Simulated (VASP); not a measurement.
# SnSe2 (P-3m1) in VASP: single point with PBE-based screened hybrid with 35 % exact exchange

Aim: the single point of SnSe2 with PBE-based screened hybrid with 35 % exact exchange.

Everything below comes from runs of VASP 6.6.1. Logs are shortened: lines on timing, memory, paths and dates and some standing lists are left out, and cuts for length are marked.

## (1) The cell of the first run

The structure is trigonal, space group P-3m1 (No. 164). Conventional cell: a = 3.825 Å, b = 3.825 Å, c = 6.227 Å, α = 90.00°, β = 90.00°, γ = 120.00°. Within 3.6 Å of Sn (site symmetry -3m) lie 6 Se at 2.71 Å. Within 3.6 Å of Se (site symmetry 3m) lie 3 Sn at 2.71 Å.

## (2) Single point, PBE-based screened hybrid with 35 % exact exchange

POSCAR

```
SnSe2
1.0
    3.8251638404      0.0000000000      0.0000000000
   -1.9125819202      3.3126890594      0.0000000000
    0.0000000000      0.0000000000      6.2270561301
Sn Se
1 2
Direct
    0.0000000000      0.0000000000      0.0000000000
    0.3333333333      0.6666666667      0.2530760434
    0.6666666667      0.3333333333      0.7469239566
```

INCAR.step1

```
PREC = Accurate ; ENCUT = 520
EDIFF = 1E-5 ; ISMEAR = 0
SIGMA = 0.01 ; LREAL = F
LASPH = T ; NELM = 80
ALGO = Normal ; ISIF = 2
LWAVE = T ; LCHARG = F
NBANDS = 20 ; GGA = PE
```

INCAR.step2

```
PREC = Accurate ; ENCUT = 520
EDIFF = 1E-6 ; ISMEAR = 0
SIGMA = 0.01 ; LREAL = F
LASPH = T ; NELM = 80
ALGO = Normal ; ISIF = 2
LWAVE = F ; LCHARG = F
GGA = PE ; LHFCALC = T
AEXX = 0.35 ; HFSCREEN = 0.5
PRECFOCK = Normal ; NBANDS = 20
ISTART = 1
```

KPOINTS

```
regular mesh
0
Gamma
  6 6 2
```

Potentials or basis: VASP PAW PBE potentials, release 64 (Sn_d, Se).

The run is started by

```bash
$ cat potpaw_PBE.64/Sn_d/POTCAR potpaw_PBE.64/Se/POTCAR > POTCAR
$ cp INCAR.step1 INCAR
$ mpirun -np 1 vasp_std > vasp.out
$ cp INCAR.step2 INCAR
$ mpirun -np 1 vasp_std > vasp.out
```

OUTCAR:

```text
PREC = Accurate
   ENCUT = 520
   EDIFF = 1E-6
   ISMEAR = 0
   LREAL = F
   LASPH = T
   NELM = 80
   ISIF = 2
   GGA = PE
   LHFCALC = T
   AEXX = 0.35
   HFSCREEN = 0.5
   PRECFOCK = Normal
   ISTART = 1

 ion  position               nearest neighbor table
   1  0.000  0.000  0.000-   2 2.71   3 2.71   2 2.71   3 2.71   3 2.71   2 2.71
   2  0.333  0.667  0.253-   1 2.71   1 2.71   1 2.71
   3  0.667  0.333  0.747-   1 2.71   1 2.71   1 2.71

  LATTYP: Found a hexagonal cell.
 ALAT       =     3.8251638404
 C/A-ratio  =     1.6279188003

  Lattice vectors:

 A1 = (   3.8251638404,   0.0000000000,   0.0000000000)
 A2 = (  -1.9125819202,   3.3126890594,   0.0000000000)
 A3 = (   0.0000000000,   0.0000000000,   6.2270561301)

Analysis of symmetry for initial positions (statically):
=====================================================================
 Subroutine PRICEL returns:
 Original cell was already a primitive cell.

 Routine SETGRP: Setting up the symmetry group for a
 hexagonal supercell.

 Subroutine GETGRP returns: Found 12 space group operations
 (whereof 12 operations were pure point group operations)
 out of a pool of 24 trial point group operations.

The static configuration has the point symmetry D_3d.

Analysis of symmetry for dynamics (positions and initial velocities):
=====================================================================
 Subroutine PRICEL returns:
 Original cell was already a primitive cell.

 Routine SETGRP: Setting up the symmetry group for a
 hexagonal supercell.

 Subroutine GETGRP returns: Found 12 space group operations
 (whereof 12 operations were pure point group operations)
 out of a pool of 24 trial point group operations.

The dynamic configuration has the point symmetry D_3d.

 Subroutine INISYM returns: Found 12 space group operations
 (whereof 12 operations are pure point group operations),
 and found     1 'primitive' translations

----------------------------------------------------------------------------------------
[... 82 lines left out ...]
   ENCUT  =  520.0 eV  38.22 Ry    6.18 a.u.   7.11  7.11 11.58*2*pi/ulx,y,z
   NELM   =     80;   NELMIN=  2; NELMDL=  0     # of ELM steps
   EDIFF  = 0.1E-05   stopping-criterion for ELM
   LREAL  =      F    real-space projection
   EDIFFG = 0.1E-04   stopping-criterion for IOM
   NSW    =      0    number of steps for IOM
   IBRION =     -1    ionic relax: 0-MD 1-quasi-New 2-CG
   NFREE  =      0    steps in history (QN), initial steepest desc. (CG)
   ISIF   =      2    stress and relaxation
   ISYM   =      3    0-nonsym 1-usesym 2-fastsym
   POTIM  = 0.5000    time-step for ionic-motion
   TEBEG  =    0.0;   TEEND  =   0.0 temperature during run
   PSTRESS=    0.0 pullay stress
   NELECT =      26.0000    total number of electrons
   NUPDOWN=      -1.0000    fix difference up-down
   EMIN   =  10.00;   EMAX   =-10.00  energy-range for DOS
   EFERMI =   0.00;   METHOD = LEGACY
   ISMEAR =     0;   SIGMA  =   0.01  broadening in eV -4-tet -1-fermi 0-gaus
   EFERMI_NEDOS =   21; number of points for ismear=-14 and -15
   IALGO  =     38    algorithm
   IMIX   =      1    mixing-type and parameters
     AMIX     =   0.40;   BMIX     =  1.00
     AMIX_MAG =   1.60;   BMIX_MAG =  1.00
  volume/ion in A,a.u.               =      26.30       177.50
  Fermi-wavevector in a.u.,A,eV,Ry     =   1.130737  2.136782 17.395936  1.278565
  Thomas-Fermi vector in A             =   2.267434
   LORBIT       =      0    0 simple, 1 ext, 2 COOP (PROOUT), +10 PAW based schemes
   GGA     = PE    functional components
   LHFCALC =     T    Hartree Fock is set to
   PRECFOCK=normal    Normal, Fast or Accurate (Low or Medium for compatibility)
   ENCUT4O =  -1.0   cutoff for four orbital integrals eV
   NKREDX  =     1    reduce k-point grid by
   NKREDY  =     1    reduce k-point grid by
   NKREDZ  =     1    reduce k-point grid by
   AEXX    =    0.3500 exact exchange contribution
   HFSCREEN=    0.5000 screening length (either q_TF or 0.3 A-1)
   HFSCREENC=   0.5000 screening length for correlation (either q_TF or 0.3 A-1)
   ENCUTFOCK=  -1.0 apply spherical cutoff to Coloumb kernel
   IVDW    =     0    specifies the selected vdW correction
   LEPSILON=     F    determine dielectric tensor
   LRPA    =     F    only Hartree local field effects (RPA)
 non-spin polarized calculation
 Gauss-broadening in eV      SIGMA  =   0.01
  energy-cutoff  :      520.00
  volume of cell :       78.91
 maximum number of plane-waves:      2148
  NGX = 24; NGY = 24; NGZ = 36

 number of electron      26.0000000 magnetization

 Free energy of the ion-electron system (eV)
  ---------------------------------------------------
  ext. energy  EPLUGINS =         0.00000000
  ---------------------------------------------------
  free energy    TOTEN  =       -13.81718733 eV

  energy without entropy =      -13.81718733  energy(sigma->0) =      -13.81718733

 E-fermi :   3.5418     XC(G=0):  -7.7251

 val. band max:        3.4884850964   @ k =   0.1667   0.0000   0.0000
 cond. band min:       4.6825166875   @ k =   0.5000   0.0000   0.5000
 fundamental gap:      1.1940315911
 Fermi energy:         3.5417993987

 k-point     1 :       0.0000    0.0000    0.0000
  band No.  band energies     occupation
      1     -20.0661      2.00000
      2     -20.0661      2.00000
      3     -20.0074      2.00000
      4     -19.9992      2.00000
      5     -19.9992      2.00000
      6     -11.5157      2.00000
[... 311 lines left out ...]
     19      13.3762      0.00000
     20      13.3906      0.00000

------------------------ aborting loop because EDIFF is reached ----------------------------------------

  FORCE on cell =-STRESS in cart. coord.  units (eV):
  Direction    XX          YY          ZZ          XY          YZ          ZX
  --------------------------------------------------------------------------------------
  -------------------------------------------------------------------------------------
  Total        0.1580673      0.1580673     -0.0195223     -0.0000000      0.0000000     -0.0000000
  in kB        3.2095134      3.2095134     -0.3963951     -0.0000000      0.0000000     -0.0000000
  external PRESSURE =       2.0075439 kB  Pullay stress =       0.0000000 kB

 VOLUME and BASIS-vectors are now :
 -----------------------------------------------------------------------------
  energy-cutoff  :      520.00
  volume of cell :       78.91
      direct lattice vectors                 reciprocal lattice vectors
     3.825163840  0.000000000  0.000000000     0.261426711  0.150934782  0.000000000
    -1.912581920  3.312689059  0.000000000     0.000000000  0.301869563  0.000000000
     0.000000000  0.000000000  6.227056130     0.000000000  0.000000000  0.160589527

 POSITION                                       TOTAL-FORCE (eV/Angst)
 -----------------------------------------------------------------------------------
      0.00000      0.00000      0.00000        -0.000000      0.000000      0.000000
     -0.00000      2.20846      1.57592         0.000000      0.000000     -0.191967
      1.91258      1.10423      4.65114        -0.000000      0.000000      0.191967
 -----------------------------------------------------------------------------------
    total drift:                                0.000000      0.000000     -0.000001

  FREE ENERGIE OF THE ION-ELECTRON SYSTEM (eV)
  ---------------------------------------------------
  free  energy   TOTEN  =       -13.8171873333 eV

  energy  without entropy=      -13.8171873333  energy(sigma->0) =      -13.81718733
```

OSZICAR.step1:

```text
N       E                     dE             d eps       ncg     rms          rms(c)
DAV:   1     0.210015461132E+03    0.21002E+03   -0.12165E+04   580   0.147E+03
DAV:   2     0.128302519517E+02   -0.19719E+03   -0.18944E+03   592   0.406E+02
DAV:   3    -0.112357053688E+02   -0.24066E+02   -0.23504E+02   676   0.115E+02
DAV:   4    -0.120637135044E+02   -0.82801E+00   -0.82682E+00   688   0.226E+01
DAV:   5    -0.120818488467E+02   -0.18135E-01   -0.18134E-01   776   0.352E+00    0.497E+00
DAV:   6    -0.118360084055E+02    0.24584E+00   -0.51165E-01   848   0.731E+00    0.319E+00
DAV:   7    -0.118191825100E+02    0.16826E-01   -0.15204E-01   664   0.244E+00    0.102E+00
DAV:   8    -0.118192282301E+02   -0.45720E-04   -0.11969E-02   720   0.102E+00    0.276E-01
DAV:   9    -0.118197393066E+02   -0.51108E-03   -0.15306E-03   632   0.296E-01    0.836E-02
DAV:  10    -0.118197486309E+02   -0.93243E-05   -0.11736E-04   752   0.747E-02    0.331E-02
DAV:  11    -0.118197795374E+02   -0.30907E-04   -0.44415E-05   612   0.369E-02    0.822E-03
DAV:  12    -0.118197797113E+02   -0.17388E-06   -0.21343E-06   436   0.113E-02
   1 F= -.11819780E+02 E0= -.11819780E+02  d E =-.875611E-68
```

Run time: 25 min. Hardware: 1 thread of Intel Xeon 6975P-C (Granite Rapids), shared host; peak memory 0.31 GiB.

What came out:

- Free energy: -13.8172 eV
- Pressure: 0.2 GPa
- Largest force: 0.192 eV/Å
- Band gap on the k mesh: 1.19 eV (least direct gap 1.68 eV)

Forces in eV/Å, atoms in the order of the input:
```
Sn   0.000  0.000  0.000
Se   0.000  0.000 -0.192
Se   0.000  0.000  0.192
```

Stress tensor (GPa, compression positive):
```
 0.32  0.00  0.00
 0.00  0.32  0.00
 0.00  0.00 -0.04
```

Levels at points of the mesh, in eV from the valence-band top:
```tsv
k point	band 11	band 12	band 13	band 14	band 15	band 16
(0.00, 0.00, 0.00)	-0.26	-0.26	-0.09	1.59	3.68	5.34
(0.50, 0.00, 0.00)	-2.59	-1.23	-0.23	1.58	4.39	5.95
(0.00, 0.00, 0.50)	-0.66	-0.10	-0.10	3.03	3.61	5.06
(0.50, 0.00, 0.50)	-2.07	-0.83	-0.64	1.19	4.79	5.37
```

Caveat: the k points lie up to 0.50 Å⁻¹ apart; the PAW data sets were made with another functional, which shifts forces and pressure a little; spin-orbit coupling is left out, which moves the levels of the heavy elements.
